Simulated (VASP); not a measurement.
# HfN (F-43m) in VASP: further runs, part 2 of 2

VASP 6.6.1. The steps go on from the part before.

## (3) Single point, HSE06, non-collinear spin, zero start, spin-orbit coupling

Input file POSCAR:

```
HfN
1.0
    0.0000000000      2.4548220000      2.4548220000
    2.4548220000      0.0000000000      2.4548220000
    2.4548220000      2.4548220000      0.0000000000
Hf N
1 1
Direct
    0.0000000000      0.0000000000      0.0000000000
    0.2500000000      0.2500000000      0.2500000000
```

Input file INCAR.step1:

```
PREC = Accurate
ENCUT = 520
EDIFF = 1E-5
ISMEAR = -1
SIGMA = 0.05
LREAL = F
LASPH = T
NELM = 150
ALGO = Normal
ISIF = 2
LWAVE = T
LCHARG = F
LNONCOLLINEAR = T
MAGMOM = 0 0 0 0 0 0
LORBIT = 11
LSORBIT = T
GGA_COMPAT = F
LORBMOM = T
LMAXMIX = 4
NBANDS = 27
GGA = PE
```

Input file INCAR.step2:

```
PREC = Accurate
ENCUT = 520
EDIFF = 1E-6
ISMEAR = -1
SIGMA = 0.05
LREAL = F
LASPH = T
NELM = 150
ALGO = Normal
ISIF = 2
LWAVE = F
LCHARG = F
LNONCOLLINEAR = T
MAGMOM = 0 0 0 0 0 0
LORBIT = 11
LSORBIT = T
GGA_COMPAT = F
LORBMOM = T
LMAXMIX = 4
GGA = PE
LHFCALC = T
HFSCREEN = 0.2079
PRECFOCK = Normal
NBANDS = 27
ISTART = 1
```

Input file KPOINTS:

```
regular mesh
0
Gamma
  4 4 4
```

Potentials or basis: VASP PAW PBE potentials, release 64 (Hf_pv, N).

Run with:

```sh
$ cat potpaw_PBE.64/Hf_pv/POTCAR potpaw_PBE.64/N/POTCAR > POTCAR
$ cp INCAR.step1 INCAR
$ mpirun -np 1 vasp_ncl > vasp.out
$ cp INCAR.step2 INCAR
$ mpirun -np 1 vasp_ncl > vasp.out
```

OUTCAR:

```text
PREC = Accurate
   ENCUT = 520
   EDIFF = 1E-6
   ISMEAR = -1
   LREAL = F
   LASPH = T
   NELM = 150
   ISIF = 2
   LNONCOLLINEAR = T
   LORBIT = 11
   LSORBIT = T
   GGA = PE
   LHFCALC = T
   HFSCREEN = 0.2079
   PRECFOCK = Normal
   ISTART = 1

 ion  position               nearest neighbor table
   1  0.000  0.000  0.000-   2 2.13   2 2.13   2 2.13   2 2.13
   2  0.250  0.250  0.250-   1 2.13   1 2.13   1 2.13   1 2.13

  LATTYP: Found a face centered cubic cell.
 ALAT       =     4.9096440000

  Lattice vectors:

 A1 = (   0.0000000000,   2.4548220000,   2.4548220000)
 A2 = (   2.4548220000,   0.0000000000,   2.4548220000)
 A3 = (   2.4548220000,   2.4548220000,   0.0000000000)

Analysis of symmetry for initial positions (statically):
=====================================================================
 Subroutine PRICEL returns:
 Original cell was already a primitive cell.

 Routine SETGRP: Setting up the symmetry group for a
 face centered cubic supercell.

 Subroutine GETGRP returns: Found 24 space group operations
 (whereof 24 operations were pure point group operations)
 out of a pool of 48 trial point group operations.

The static configuration has the point symmetry T_d .

Analysis of symmetry for dynamics (positions and initial velocities):
=====================================================================
 Subroutine PRICEL returns:
 Original cell was already a primitive cell.

 Routine SETGRP: Setting up the symmetry group for a
 face centered cubic supercell.

 Subroutine GETGRP returns: Found 24 space group operations
 (whereof 24 operations were pure point group operations)
 out of a pool of 48 trial point group operations.

The dynamic configuration has the point symmetry T_d .

Analysis of structural, dynamic, and magnetic symmetry:
=====================================================================
 Subroutine PRICEL returns:
 Original cell was already a primitive cell.

 Routine SETGRP: Setting up the symmetry group for a
 face centered cubic supercell.

 Subroutine GETGRP returns: Found 24 space group operations
 (whereof 24 operations were pure point group operations)
 out of a pool of 48 trial point group operations.

The overall configuration has the point symmetry T_d .

 Subroutine INISYM returns: Found 24 space group operations
 (whereof 24 operations are pure point group operations),
 and found     1 'primitive' translations

----------------------------------------------------------------------------------------

                                     Primitive cell

  volume of cell :      29.5863

  direct lattice vectors                    reciprocal lattice vectors
     0.000000000  2.454822000  2.454822000    -0.203680756  0.203680756  0.203680756
     2.454822000  0.000000000  2.454822000     0.203680756 -0.203680756  0.203680756
     2.454822000  2.454822000  0.000000000     0.203680756  0.203680756 -0.203680756

  length of vectors
     3.471642566  3.471642566  3.471642566     0.352785417  0.352785417  0.352785417

  position of ions in fractional coordinates (direct lattice)
[... 432 lines left out ...]
  --------------------------------------------------------------------------------------
  -------------------------------------------------------------------------------------
  Total       -0.6883331     -0.6883331     -0.6883331      0.0000000     -0.0000000      0.0000000
  in kB      -37.2751334    -37.2751334    -37.2751334      0.0000000     -0.0000000      0.0000000
  external PRESSURE =     -37.2751334 kB  Pullay stress =       0.0000000 kB

 VOLUME and BASIS-vectors are now :
 -----------------------------------------------------------------------------
  energy-cutoff  :      520.00
  volume of cell :       29.59
      direct lattice vectors                 reciprocal lattice vectors
     0.000000000  2.454822000  2.454822000    -0.203680756  0.203680756  0.203680756
     2.454822000  0.000000000  2.454822000     0.203680756 -0.203680756  0.203680756
     2.454822000  2.454822000  0.000000000     0.203680756  0.203680756 -0.203680756

 POSITION                                       TOTAL-FORCE (eV/Angst)
 -----------------------------------------------------------------------------------
      0.00000      0.00000      0.00000        -0.000000     -0.000000     -0.000000
      1.22741      1.22741      1.22741         0.000000      0.000000      0.000000
 -----------------------------------------------------------------------------------
    total drift:                                0.000004      0.000003     -0.000003

  FREE ENERGIE OF THE ION-ELECTRON SYSTEM (eV)
  ---------------------------------------------------
  free  energy   TOTEN  =       -25.2751909452 eV

  energy  without entropy=      -25.2643796771  energy(sigma->0) =      -25.26978531

 orbital moment (x)

 # of ion     p       d       tot
 ----------------------------------------
  1        -0.000   0.000   0.000
  2         0.000   0.000   0.000
 ----------------------------------------
            0.000   0.000   0.000

 orbital moment (y)

 # of ion     p       d       tot
 ----------------------------------------
  1        -0.000   0.000   0.000
  2         0.000   0.000   0.000
 ----------------------------------------
            0.000   0.000   0.000

 orbital moment (z)

 # of ion     p       d       tot
 ----------------------------------------
  1        -0.000   0.000   0.000
  2         0.000   0.000   0.000
 ----------------------------------------
            0.000   0.000   0.000

 Spin-Orbit-Coupling matrix elements

 Ion:    1  E_soc:     -1.2668296
 l=   1
     0.0000000    -0.2051530    -0.2051530
    -0.2051530     0.0000000    -0.2051530
    -0.2051530    -0.2051530     0.0000000
 l=   2
     0.0000000    -0.0012977     0.0000000    -0.0012977    -0.0046875
    -0.0012977     0.0000000    -0.0035157    -0.0012977    -0.0011719
     0.0000000    -0.0035157     0.0000000    -0.0035157     0.0000000
    -0.0012977    -0.0012977    -0.0035157     0.0000000    -0.0011719
    -0.0046875    -0.0011719     0.0000000    -0.0011719     0.0000000
 l=   3
     0.0000000     0.0000000     0.0000000     0.0000000     0.0000000     0.0000000     0.0000000
     0.0000000     0.0000000     0.0000000     0.0000000     0.0000000     0.0000000     0.0000000
     0.0000000     0.0000000     0.0000000     0.0000000     0.0000000     0.0000000     0.0000000
     0.0000000     0.0000000     0.0000000     0.0000000     0.0000000     0.0000000     0.0000000
     0.0000000     0.0000000     0.0000000     0.0000000     0.0000000     0.0000000     0.0000000
     0.0000000     0.0000000     0.0000000     0.0000000     0.0000000     0.0000000     0.0000000
     0.0000000     0.0000000     0.0000000     0.0000000     0.0000000     0.0000000     0.0000000

 Ion:    2  E_soc:     -0.0004336
 l=   1
     0.0000000    -0.0000723    -0.0000723
    -0.0000723     0.0000000    -0.0000723
    -0.0000723    -0.0000723     0.0000000
 l=   2
     0.0000000     0.0000000     0.0000000     0.0000000     0.0000000
     0.0000000     0.0000000     0.0000000     0.0000000     0.0000000
     0.0000000     0.0000000     0.0000000     0.0000000     0.0000000
     0.0000000     0.0000000     0.0000000     0.0000000     0.0000000
     0.0000000     0.0000000     0.0000000     0.0000000     0.0000000
 l=   3
     0.0000000     0.0000000     0.0000000     0.0000000     0.0000000     0.0000000     0.0000000
     0.0000000     0.0000000     0.0000000     0.0000000     0.0000000     0.0000000     0.0000000
     0.0000000     0.0000000     0.0000000     0.0000000     0.0000000     0.0000000     0.0000000
     0.0000000     0.0000000     0.0000000     0.0000000     0.0000000     0.0000000     0.0000000
     0.0000000     0.0000000     0.0000000     0.0000000     0.0000000     0.0000000     0.0000000
     0.0000000     0.0000000     0.0000000     0.0000000     0.0000000     0.0000000     0.0000000
     0.0000000     0.0000000     0.0000000     0.0000000     0.0000000     0.0000000     0.0000000

 total charge

# of ion       s       p       d       tot
------------------------------------------
    1        0.330   6.664   1.600   8.594
    2        1.256   2.516   0.000   3.773
--------------------------------------------------
tot          1.586   9.181   1.600  12.367

 magnetization (x)

# of ion       s       p       d       tot
------------------------------------------
    1        0.000   0.000   0.000   0.000
    2        0.000   0.000   0.000   0.000
--------------------------------------------------
tot          0.000   0.000   0.000   0.000

 magnetization (y)

# of ion       s       p       d       tot
------------------------------------------
    1        0.000   0.000  -0.000  -0.000
    2       -0.000  -0.000   0.000  -0.000
--------------------------------------------------
tot         -0.000  -0.000  -0.000  -0.000

 magnetization (z)

# of ion       s       p       d       tot
------------------------------------------
    1        0.000  -0.000   0.000  -0.000
    2       -0.000   0.000   0.000   0.000
--------------------------------------------------
tot         -0.000  -0.000   0.000  -0.000
```

Wall time 17 min (1 thread of Intel Xeon Platinum 8488C (Sapphire Rapids), shared host); peak memory 0.35 GiB.

Results:

```yaml
Free_energy: -25.2752 eV
Pressure: -3.7 GPa
Net_moment: 0.00 μB per cell
Valence_electrons_inside_the_program's_atomic_spheres: Hf 8.59; N 3.77
```

Moments on the atoms (μB; x, y, z):
```
Hf  0.00 0.00 0.00
N   0.00 0.00 0.00
```

Caveat: the k points lie up to 0.55 Å⁻¹ apart; the PAW data sets were made with another functional, which shifts forces and pressure a little.

## (4) Relaxation of cell and atoms, B3LYP

POSCAR is that of step 3.

Input file INCAR.step1:

```
SYSTEM = HfN
PREC = Accurate ; ENCUT = 600
EDIFF = 1E-5 ; ISMEAR = -1
SIGMA = 0.05 ; LREAL = .False.
LASPH = .True. ; NELM = 80
ALGO = Normal ; LWAVE = .True.
LCHARG = .False. ; GGA = PE
NBANDS = 14
```

Input file INCAR.step2:

```
SYSTEM = HfN
PREC = Accurate ; ENCUT = 600
EDIFF = 1E-7 ; ISMEAR = -1
SIGMA = 0.05 ; LREAL = .False.
LASPH = .True. ; NELM = 80
ALGO = Normal ; ISIF = 3
LWAVE = .False. ; LCHARG = .False.
GGA = B3 ; LHFCALC = .True.
AEXX = 0.2 ; AGGAX = 0.72
AGGAC = 0.81 ; ALDAC = 0.19
PRECFOCK = Normal ; IBRION = 2
NSW = 60 ; EDIFFG = -0.01
ISTART = 1
```

Input file KPOINTS:

```
Automatic mesh
0
Gamma
  5 5 5
  0 0 0
```

Run with:

```sh
$ cat potpaw_PBE.64/Hf_pv/POTCAR potpaw_PBE.64/N/POTCAR > POTCAR
$ cp INCAR.step1 INCAR
$ mpirun -np 1 vasp_std > vasp.out
$ cp INCAR.step2 INCAR
$ mpirun -np 1 vasp_std > vasp.out
```

Run time: 29 min. Hardware: 1 thread of Intel Xeon Platinum 8488C (Sapphire Rapids), shared host; peak memory 0.18 GiB.

The run converged. Its results:

```yaml
Free_energy: -23.9702 eV
Relaxed_volume: 14.88 Å³/atom
Relaxed_cell: a = 3.478 Å, b = 3.478 Å, c = 3.478 Å, α = 60.00°, β = 60.00°, γ = 60.00°
Space_group_after_relaxing_to_0.1_Å: F-43m (No. 216)
Energy_gained_by_relaxing: 0.3 meV/atom
Ionic_steps: 3
Pressure_after_relaxing: 0.0 GPa
Band_gap_on_the_k_mesh: zero (an odd number of electrons rules out a gap without spin polarisation)
```

The path:
```
step  energy change (eV)  largest force (eV/Å)  pressure (GPa)  volume (Å³)
   1              0.0000                0.0000            1.19        29.59
   2              0.0012                0.0000           -1.95        30.06
   3             -0.0006                0.0000           -0.02        29.76
```

Final structure:
```
Hf N
1.0
     0.00000    2.45965    2.45965
     2.45965    0.00000    2.45965
     2.45965    2.45965    0.00000
Hf N
1 1
Cartesian
  0.0000 0.0000 0.0000
  1.2298 1.2298 1.2298
```

Levels at points of the mesh, in eV from the Fermi level:
| k point | band 3 | band 4 | band 5 | band 6 | band 7 | band 8 | band 9 | band 10 | band 11 |
| --- | --- | --- | --- | --- | --- | --- | --- | --- | --- |
| (0.00, 0.00, 0.00) | -33.48 | -18.28 | -6.68 | -6.68 | -6.68 | -0.70 | 2.85 | 2.85 | 7.33 |

Caveat: the k points lie up to 0.44 Å⁻¹ apart in the final cell, too coarse for converged energies and pressures of a metal; the PAW data sets were made with another functional, which shifts forces and pressure a little; spin-orbit coupling is left out, which moves the levels of the heavy elements.

## (5) Summary

| task | level | spin | cell | k mesh | cutoff (eV) | share of exact exchange | screening parameter | gap on the mesh (eV) | pressure (GPa) | relaxed volume (Å³/atom) |
| --- | --- | --- | --- | --- | --- | --- | --- | --- | --- | --- |
| relaxation of cell and atoms | HF | off | relaxed | 5 × 5 × 5 | 600 | 1 | - | none | 0.0 | 14.90 |
| single point | HSE06 | non-collinear, zero start, SOC | as given | 4 × 4 × 4 | 520 | 0.25 | 0.2079 1/Å | - | -3.7 | - |
| relaxation of cell and atoms | B3LYP | off | relaxed | 5 × 5 × 5 | 600 | 0.2 | - | none | 0.0 | 14.88 |

Alike in all rows: potentials or basis VASP PAW PBE potentials, release 64 (Hf_pv, N); smearing fermi-dirac 0.05 eV.

Caveats: all runs use coarse meshes; the PAW data sets were made with another functional, which shifts forces and pressure a little; spin-orbit coupling is left out, which moves the levels of the heavy elements (at least some runs).

Absolute energies hang on the potentials; compare differences alone.
